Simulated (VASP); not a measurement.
Wanted: the native input for a VASP 6.6.1 run.

| Item | Value |
| --- | --- |
| Task | single point |
| Functional | PBE |
| Potentials or basis | VASP PAW PBE potentials, release 64 (Na_pv) |
| Cutoff | 520 eV |
| k mesh | 12 × 12 × 6 |
| Occupations | fermi-dirac, width 0.05 eV |
| Spin | no spin polarisation |
| Dipole correction | no |
| Further INCAR settings | ALGO = Normal; EDIFF = 1e-07; NBANDS = 14 |

The structure of Na lies in POSCAR:

```
Na
1.0
    2.7537728420      0.0000000000      0.0000000000
   -1.3768864210      2.3848372374      0.0000000000
    0.0000000000      0.0000000000      4.5168344107
Na
2
Direct
    0.3333333333      0.6666666667      0.2500000000
    0.6666666667      0.3333333333      0.7500000000
```

This isn't the form of Na at room conditions, which is bcc.

The input as run:

INCAR

```
  ALGO = Normal
  EDIFF = 1E-7
  ENCUT = 520
  GGA = PE
  ISIF = 2
  ISMEAR = -1
  LASPH = T
  LCHARG = F
  LREAL = F
  LWAVE = F
  NBANDS = 14
  NELM = 60
  PREC = Accurate
  SIGMA = 0.05
```

KPOINTS

```
k-points
0
Gamma
  12 12 6
```

Potentials or basis: VASP PAW PBE potentials, release 64 (Na_pv).

Run with:

```sh
$ cat potpaw_PBE.64/Na_pv/POTCAR > POTCAR
$ mpirun -np 1 vasp_std > vasp.out
```

Results of the run:

| Property | Result |
| --- | --- |
| Pressure | 39.7 GPa |
| Band gap on the k mesh | zero (bands 7 and 8 overlap by 6.93 eV) |

Caveat: the cell stands under pressure.

Run time: 30 s on 1 thread of Intel Xeon 8259CL (shared host), peak memory 0.15 GiB.
